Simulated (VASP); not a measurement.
# HfO2 (P4_2/nmc) in VASP: further runs

HfO2 is run at these levels: r2SCAN; tasks: single point.

Program: VASP 6.6.1. These are calculated values, not measurements. Logs are shortened: lines on timing, memory, paths and dates and some standing lists are left out, and cuts for length are marked.

### 1 The cell of the first run

It takes space group P4_2/nmc (No. 137, tetragonal). Conventional cell: a = 3.558 Å, b = 3.558 Å, c = 5.172 Å, α = 90.00°, β = 90.00°, γ = 90.00°. Within 2.7 Å of Hf (site symmetry -4m2) lie 8 O at 2.05 to 2.37 Å. Within 2.7 Å of O (site symmetry 2mm) lie 4 Hf at 2.05 to 2.37 Å and 6 O at 2.57 to 2.59 Å.

### 2 Single point, r2SCAN

Contents of POSCAR:

```
HfO2
1.0
    3.5580193300      0.0000000000      0.0000000000
    0.0000000000      3.5580193300      0.0000000000
    0.0000000000      0.0000000000      5.1718612100
Hf O
2 4
Direct
    0.5000000000      0.5000000000      0.5000000000
    0.0000000000      0.0000000000      0.0000000000
    0.0000000000      0.5000000000      0.6972078800
    0.5000000000      0.0000000000      0.8027921200
    0.5000000000      0.0000000000      0.3027921200
    0.0000000000      0.5000000000      0.1972078800
```

Contents of INCAR.step1:

```
PREC = Accurate
ENCUT = 520
ISMEAR = 0
SIGMA = 0.1
LREAL = F
LASPH = T
NELM = 100
NBANDS = 31
GGA = PE
ALGO = Normal
EDIFF = 1E-4
LWAVE = T
LCHARG = F
```

Contents of INCAR.step2:

```
PREC = Accurate
ENCUT = 520
EDIFF = 1E-6
ISMEAR = 0
SIGMA = 0.1
LREAL = F
LASPH = T
NELM = 100
ALGO = Normal
ISIF = 2
LWAVE = F
LCHARG = T
METAGGA = R2SCAN
LMIXTAU = T
LELF = T
LVHAR = T
NBANDS = 31
ISTART = 1
```

Contents of KPOINTS:

```
Automatic mesh
0
Gamma
  6 6 4
```

Potentials or basis: VASP PAW PBE potentials, release 64 (Hf_pv, O).

On the command line:

```sh
$ cat potpaw_PBE.64/Hf_pv/POTCAR potpaw_PBE.64/O/POTCAR > POTCAR
$ cp INCAR.step1 INCAR
$ mpirun -np 1 vasp_std > vasp.out
$ cp INCAR.step2 INCAR
$ mpirun -np 1 vasp_std > vasp.out
```

OUTCAR:

```text
PREC = Accurate
   ENCUT = 520
   EDIFF = 1E-6
   ISMEAR = 0
   LREAL = F
   LASPH = T
   NELM = 100
   ISIF = 2
   METAGGA = R2SCAN
   ISTART = 1

 ion  position               nearest neighbor table
   1  0.500  0.500  0.500-   3 2.05   5 2.05   5 2.05   3 2.05   4 2.37   4 2.37   6 2.37   6 2.37
                             2 3.61   2 3.61   2 3.61   2 3.61   2 3.61   2 3.61   2 3.61   2 3.61
   2  0.000  0.000  0.000-   4 2.05   6 2.05   6 2.05   4 2.05   3 2.37   5 2.37   3 2.37   5 2.37
                             1 3.61   1 3.61   1 3.61   1 3.61   1 3.61   1 3.61   1 3.61   1 3.61
   3  0.000  0.500  0.697-   1 2.05   1 2.05   2 2.37   2 2.37
   4  0.500  0.000  0.803-   2 2.05   2 2.05   1 2.37   1 2.37
   5  0.500  0.000  0.303-   1 2.05   1 2.05   2 2.37   2 2.37
   6  0.000  0.500  0.197-   2 2.05   2 2.05   1 2.37   1 2.37

  LATTYP: Found a simple tetragonal cell.
 ALAT       =     3.5580193300
 C/A-ratio  =     1.4535787275

  Lattice vectors:

 A1 = (   3.5580193300,   0.0000000000,   0.0000000000)
 A2 = (   0.0000000000,   3.5580193300,   0.0000000000)
 A3 = (   0.0000000000,   0.0000000000,   5.1718612100)

Analysis of symmetry for initial positions (statically):
=====================================================================
 Subroutine PRICEL returns:
 Original cell was already a primitive cell.

 Routine SETGRP: Setting up the symmetry group for a
 simple tetragonal supercell.

 Subroutine GETGRP returns: Found 16 space group operations
 (whereof  8 operations were pure point group operations)
 out of a pool of 16 trial point group operations.

The static configuration has the point symmetry D_2d.
 The point group associated with its full space group is D_4h.

Analysis of symmetry for dynamics (positions and initial velocities):
=====================================================================
 Subroutine PRICEL returns:
 Original cell was already a primitive cell.

 Routine SETGRP: Setting up the symmetry group for a
 simple tetragonal supercell.

 Subroutine GETGRP returns: Found 16 space group operations
 (whereof  8 operations were pure point group operations)
 out of a pool of 16 trial point group operations.

The dynamic configuration has the point symmetry D_2d.
 The point group associated with its full space group is D_4h.

 Subroutine INISYM returns: Found 16 space group operations
 (whereof  8 operations are pure point group operations),
 and found     1 'primitive' translations

----------------------------------------------------------------------------------------

                                     Primitive cell

  volume of cell :      65.4732

  direct lattice vectors                    reciprocal lattice vectors
     3.558019330  0.000000000  0.000000000     0.281055247  0.000000000  0.000000000
     0.000000000  3.558019330  0.000000000     0.000000000  0.281055247  0.000000000
     0.000000000  0.000000000  5.171861210     0.000000000  0.000000000  0.193353990

  length of vectors
     3.558019330  3.558019330  5.171861210     0.281055247  0.281055247  0.193353990

  position of ions in fractional coordinates (direct lattice)
     0.500000000  0.500000000  0.500000000
     0.000000000  0.000000000  0.000000000
     0.000000000  0.500000000  0.697207880
     0.500000000  0.000000000  0.802792120
     0.500000000  0.000000000  0.302792120
     0.000000000  0.500000000  0.197207880

  ion indices of the primitive-cell ions
   primitive index   ion index
                 1           1
                 2           2
                 3           3
                 4           4
                 5           5
                 6           6

----------------------------------------------------------------------------------------

 KPOINTS: Automatic mesh

Automatic generation of k-mesh.
 Grid dimensions read from file:
 generate k-points for:    6    6    4

 Generating k-lattice:

  Cartesian coordinates                     Fractional coordinates (reciprocal lattice)
     0.046842541  0.000000000  0.000000000     0.166666667  0.000000000  0.000000000
     0.000000000  0.046842541  0.000000000     0.000000000  0.166666667  0.000000000
     0.000000000  0.000000000  0.048338497     0.000000000  0.000000000  0.250000000

  Length of vectors
     0.046842541  0.046842541  0.048338497

  Shift w.r.t. Gamma in fractional coordinates (k-lattice)
     0.000000000  0.000000000  0.000000000

 Subroutine IBZKPT returns following result:
 ===========================================

 Found     30 irreducible k-points:

 Following reciprocal coordinates:
            Coordinates               Weight
  0.000000  0.000000  0.000000      1.000000
  0.166667  0.000000  0.000000      4.000000
  0.333333  0.000000  0.000000      4.000000
  0.500000  0.000000  0.000000      2.000000
  0.166667  0.166667  0.000000      4.000000
  0.333333  0.166667  0.000000      8.000000
[... 16 lines left out ...]
[... 64 lines left out ...]
  ext. energy  EPLUGINS =         0.00000000
  ---------------------------------------------------
  free energy    TOTEN  =      -137.30507470 eV

  energy without entropy =     -137.30507470  energy(sigma->0) =     -137.30507470

 E-fermi :   3.5820     XC(G=0): -12.5295

 val. band max:        3.1248590962   @ k =   0.0000   0.0000   0.5000
 cond. band min:       8.4186714819   @ k =   0.0000   0.0000   0.0000
 fundamental gap:      5.2938123857
 Fermi energy:         3.5820101224

 k-point     1 :       0.0000    0.0000    0.0000
  band No.  band energies     occupation
      1     -27.1704      2.00000
      2     -26.7695      2.00000
      3     -26.7695      2.00000
      4     -26.7226      2.00000
      5     -26.6596      2.00000
      6     -26.6596      2.00000
[... 23 lines left out ...]
     30      12.8099      0.00000
     31      14.6786      0.00000

 k-point     2 :       0.1667    0.0000    0.0000
  band No.  band energies     occupation
      1     -27.1294      2.00000
      2     -26.8488      2.00000
      3     -26.7588      2.00000
      4     -26.7499      2.00000
      5     -26.7328      2.00000
      6     -26.6636      2.00000
[... 23 lines left out ...]
     30      12.8413      0.00000
     31      13.9648      0.00000

 k-point     3 :       0.3333    0.0000    0.0000
  band No.  band energies     occupation
      1     -27.0317      2.00000
      2     -26.9877      2.00000
      3     -26.9204      2.00000
      4     -26.7873      2.00000
      5     -26.7321      2.00000
      6     -26.6770      2.00000
[... 23 lines left out ...]
     30      12.7272      0.00000
     31      13.0197      0.00000

 k-point     4 :       0.5000    0.0000    0.0000
  band No.  band energies     occupation
      1     -27.0420      2.00000
      2     -27.0420      2.00000
      3     -26.8854      2.00000
      4     -26.8854      2.00000
      5     -26.7012      2.00000
      6     -26.7012      2.00000
[... 23 lines left out ...]
     30      12.8857      0.00000
     31      13.4893      0.00000

 k-point     5 :       0.1667    0.1667    0.0000
  band No.  band energies     occupation
      1     -27.0916      2.00000
      2     -26.8831      2.00000
      3     -26.8009      2.00000
      4     -26.7936      2.00000
      5     -26.7398      2.00000
      6     -26.7033      2.00000
[... 23 lines left out ...]
     30      12.6940      0.00000
     31      13.6745      0.00000
[... 542 lines left out ...]
     30      13.1669      0.00000
     31      13.6580      0.00000

 k-point    22 :       0.1667    0.0000    0.5000
  band No.  band energies     occupation
      1     -27.0048      2.00000
      2     -26.9628      2.00000
      3     -26.7773      2.00000
      4     -26.7281      2.00000
      5     -26.7137      2.00000
      6     -26.7089      2.00000
[... 23 lines left out ...]
     30      13.5296      0.00000
     31      13.6260      0.00000

 k-point    23 :       0.3333    0.0000    0.5000
  band No.  band energies     occupation
      1     -27.1106      2.00000
      2     -27.0589      2.00000
      3     -26.8052      2.00000
      4     -26.7466      2.00000
      5     -26.7059      2.00000
      6     -26.7031      2.00000
[... 23 lines left out ...]
     30      13.6329      0.00000
     31      13.8986      0.00000

 k-point    24 :       0.5000    0.0000    0.5000
  band No.  band energies     occupation
      1     -27.1491      2.00000
      2     -27.1491      2.00000
      3     -26.7710      2.00000
      4     -26.7710      2.00000
      5     -26.7010      2.00000
      6     -26.7010      2.00000
[... 23 lines left out ...]
     30      13.6733      0.00000
     31      13.8643      0.00000

 [... further k-points ...]

------------------------ aborting loop because EDIFF is reached ----------------------------------------

  FORCE on cell =-STRESS in cart. coord.  units (eV):
  Direction    XX          YY          ZZ          XY          YZ          ZX
  --------------------------------------------------------------------------------------
  -------------------------------------------------------------------------------------
  Total        0.2282622      0.2282622      0.0718623      0.0000000      0.0000000      0.0000000
  in kB        5.5857455      5.5857455      1.7585226      0.0000000      0.0000000      0.0000000
  external PRESSURE =       4.3100046 kB  Pullay stress =       0.0000000 kB

 VOLUME and BASIS-vectors are now :
 -----------------------------------------------------------------------------
  energy-cutoff  :      520.00
  volume of cell :       65.47
      direct lattice vectors                 reciprocal lattice vectors
     3.558019330  0.000000000  0.000000000     0.281055247  0.000000000  0.000000000
     0.000000000  3.558019330  0.000000000     0.000000000  0.281055247  0.000000000
     0.000000000  0.000000000  5.171861210     0.000000000  0.000000000  0.193353990

 POSITION                                       TOTAL-FORCE (eV/Angst)
 -----------------------------------------------------------------------------------
      1.77901      1.77901      2.58593        -0.000000      0.000000      0.000000
      0.00000      0.00000      0.00000         0.000000      0.000000      0.000000
      0.00000      1.77901      3.60586         0.000000      0.000000     -0.002891
      1.77901      0.00000      4.15193        -0.000000     -0.000000      0.002891
      1.77901      0.00000      1.56600         0.000000      0.000000      0.002891
      0.00000      1.77901      1.01993        -0.000000      0.000000     -0.002891
 -----------------------------------------------------------------------------------
    total drift:                                0.000000      0.000000      0.000000

  FREE ENERGIE OF THE ION-ELECTRON SYSTEM (eV)
  ---------------------------------------------------
  free  energy   TOTEN  =      -137.3050747023 eV

  energy  without entropy=     -137.3050747023  energy(sigma->0) =     -137.30507470
```

Run time: 3.4 min. Hardware: 1 thread of Intel Xeon Platinum 8259CL at 2.50GHz (Skylake/Cascade Lake), shared host; peak memory 0.21 GiB.

Results:

- Free energy: -137.3051 eV
- Pressure: 0.4 GPa
- Band gap on the k mesh: 5.29 eV, indirect (least direct gap 5.37 eV)

Forces in eV/Å, atoms in the order of the input:
```
Hf   0.000  0.000  0.000
Hf   0.000  0.000  0.000
O    0.000  0.000 -0.003
O    0.000  0.000  0.003
O    0.000  0.000  0.003
O    0.000  0.000 -0.003
```

Stress tensor (GPa, compression positive):
```
0.56 0.00 0.00
0.00 0.56 0.00
0.00 0.00 0.18
```

Caveat: the PAW data sets were made with another functional, which shifts forces and pressure a little; spin-orbit coupling is left out, which moves the levels of the heavy elements. A k mesh can miss the band edges.

### 3 Single point, r2SCAN

This run uses another cell than the first one, of 11.09 Å³/atom, 1.016 times its volume.

Contents of POSCAR:

```
HfO2
1.0
    3.5760345812      0.0000000000      0.0000000000
    0.0000000000      3.5760345812      0.0000000000
    0.0000000000      0.0000000000      5.2042202103
Hf O
2 4
Direct
    0.5000000000      0.5000000000      0.5000000000
    0.0000000000      0.0000000000      0.0000000000
    0.0000000000      0.5000000000      0.6965021193
    0.5000000000      0.0000000000      0.8034978807
    0.5000000000      0.0000000000      0.3034978807
    0.0000000000      0.5000000000      0.1965021193
```

INCAR.step1 is that of step 2.

Changes to INCAR.step2 since step 2:

```diff
@@ -11,7 +11,5 @@
 LWAVE = F
-LCHARG = T
+LCHARG = F
 METAGGA = R2SCAN
 LMIXTAU = T
-LELF = T
-LVHAR = T
 NBANDS = 31
```

KPOINTS is that of step 2.

Potentials or basis: VASP PAW PBE potentials, release 64 (Hf_pv, O).

On the command line:

```sh
$ cat potpaw_PBE.64/Hf_pv/POTCAR potpaw_PBE.64/O/POTCAR > POTCAR
$ cp INCAR.step1 INCAR
$ mpirun -np 1 vasp_std > vasp.out
$ cp INCAR.step2 INCAR
$ mpirun -np 1 vasp_std > vasp.out
```

It took 3.7 min on 1 thread of Intel Xeon Platinum 8259CL at 2.50GHz (Skylake/Cascade Lake), shared host; peak memory 0.21 GiB.

Results (log left out):

```
Free energy            : -137.2964 eV
Pressure               : -3.6 GPa
Largest force          : 0.079 eV/Å
Band gap on the k mesh : 5.24 eV, indirect (least direct gap 5.31 eV)
```

Forces on the atoms (eV/Å):
```
Hf   0.000  0.000  0.000
Hf   0.000  0.000  0.000
O    0.000  0.000 -0.079
O    0.000  0.000  0.079
O    0.000  0.000  0.079
O    0.000  0.000 -0.079
```

Levels at points of the mesh, in eV from the valence-band top:
```csv
k point,band 19,band 20,band 21,band 22,band 23,band 24,band 25,band 26
"(0.00, 0.00, 0.00)",-0.69,-0.15,-0.08,-0.08,5.24,5.26,6.48,6.65
"(0.50, 0.00, 0.00)",-1.46,-1.46,-0.15,-0.15,5.60,5.60,6.62,6.62
"(0.50, 0.50, 0.00)",-0.78,-0.78,-0.55,-0.55,6.27,6.27,6.60,6.60
"(0.00, 0.00, 0.50)",-0.70,-0.70,0.00,0.00,5.89,5.89,6.19,6.19
"(0.50, 0.00, 0.50)",-1.43,-1.43,-0.96,-0.96,5.73,5.73,6.12,6.12
"(0.50, 0.50, 0.50)",-1.44,-1.44,-0.06,-0.06,6.43,6.43,6.79,6.79
```

Caveat: the PAW data sets were made with another functional, which shifts forces and pressure a little; spin-orbit coupling is left out, which moves the levels of the heavy elements. r2SCAN opens gaps a little over a GGA but as a rule still falls short of measured ones.

### 4 Single point, r2SCAN

This run uses another cell than the first one, of 11.09 Å³/atom, 1.016 times its volume.

Contents of POSCAR:

```
HfO2
1.0
    3.5767399258      0.0000000000      0.0000000000
    0.0000000000      3.5767399258      0.0000000000
    0.0000000000      0.0000000000      5.2012605493
Hf O
2 4
Direct
    0.5000000000      0.5000000000      0.5000000000
    0.0000000000      0.0000000000      0.0000000000
    0.0000000000      0.5000000000      0.6963735803
    0.5000000000      0.0000000000      0.8036264197
    0.5000000000      0.0000000000      0.3036264197
    0.0000000000      0.5000000000      0.1963735803
```

Contents of INCAR.step1:

```
ALGO = Normal
EDIFF = 1E-4
ENCUT = 520
GGA = PE
ISMEAR = 0
LASPH = True
LCHARG = False
LREAL = False
LWAVE = True
NBANDS = 31
NELM = 80
PREC = Accurate
SIGMA = 0.02
```

Contents of INCAR.step2:

```
ALGO = Normal
EDIFF = 1E-6
ENCUT = 520
ISIF = 2
ISMEAR = 0
ISTART = 1
LASPH = True
LCHARG = False
LMIXTAU = True
LREAL = False
LWAVE = False
METAGGA = R2SCAN
NBANDS = 31
NELM = 80
PREC = Accurate
SIGMA = 0.02
```

Contents of KPOINTS:

```
k-points
0
Gamma
  6 6 6
```

On the command line:

```sh
$ cat potpaw_PBE.64/Hf_pv/POTCAR potpaw_PBE.64/O/POTCAR > POTCAR
$ cp INCAR.step1 INCAR
$ mpirun -np 1 vasp_std > vasp.out
$ cp INCAR.step2 INCAR
$ mpirun -np 1 vasp_std > vasp.out
```

Run time: 5.2 min. Hardware: 1 thread of Intel Xeon Platinum 8259CL at 2.50GHz (Skylake/Cascade Lake), shared host; peak memory 0.22 GiB.

It converged, with:

```
Free energy            : -137.2968 eV
Pressure               : -3.6 GPa
Largest force          : 0.071 eV/Å
Band gap on the k mesh : 5.24 eV, indirect (least direct gap 5.32 eV)
```

Forces on the atoms (eV/Å):
```
Hf   0.000  0.000  0.000
Hf   0.000  0.000  0.000
O    0.000  0.000 -0.071
O    0.000  0.000  0.071
O    0.000  0.000  0.071
O    0.000  0.000 -0.071
```

Stress tensor (GPa, compression positive):
```
-3.66  0.00  0.00
 0.00 -3.66  0.00
 0.00  0.00 -3.39
```

Levels at points of the mesh, in eV from the valence-band top:
```csv
k point,band 19,band 20,band 21,band 22,band 23,band 24,band 25,band 26
"(0.00, 0.00, 0.00)",-0.69,-0.14,-0.08,-0.08,5.24,5.26,6.48,6.65
"(0.50, 0.00, 0.00)",-1.46,-1.46,-0.14,-0.14,5.60,5.60,6.63,6.63
"(0.50, 0.50, 0.00)",-0.77,-0.77,-0.55,-0.55,6.28,6.28,6.61,6.61
"(0.00, 0.00, 0.50)",-0.69,-0.69,0.00,0.00,5.89,5.89,6.20,6.20
"(0.50, 0.00, 0.50)",-1.43,-1.43,-0.96,-0.96,5.74,5.74,6.13,6.13
"(0.50, 0.50, 0.50)",-1.44,-1.44,-0.06,-0.06,6.43,6.43,6.80,6.80
```

Caveat: the PAW data sets were made with another functional, which shifts forces and pressure a little; spin-orbit coupling is left out, which moves the levels of the heavy elements. r2SCAN opens gaps a little over a GGA but as a rule still falls short of measured ones.

### 5 The runs side by side

| cell | k mesh | smearing | gap on the mesh (eV) | pressure (GPa) | largest force (eV/Å) |
| --- | --- | --- | --- | --- | --- |
| a = 3.558, b = 3.558, c = 5.172 Å, 6 atoms | 6 × 6 × 4 | gaussian 0.1 eV | 5.29 | 0.4 | - |
| a = 3.576, b = 3.576, c = 5.204 Å, 6 atoms | 6 × 6 × 4 | gaussian 0.1 eV | 5.24 | -3.6 | 0.08 |
| a = 3.577, b = 3.577, c = 5.201 Å, 6 atoms | 6 × 6 × 6 | gaussian 0.02 eV | 5.24 | -3.6 | 0.07 |

Alike in all rows: task single point; level r2SCAN; potentials or basis VASP PAW PBE potentials, release 64 (Hf_pv, O); no spin polarisation; cutoff (eV) 520.

Caveats: the PAW data sets were made with another functional, which shifts forces and pressure a little; spin-orbit coupling is left out, which moves the levels of the heavy elements.

Total energies depend on the potentials used, so only differences within one code and one set of settings carry meaning.
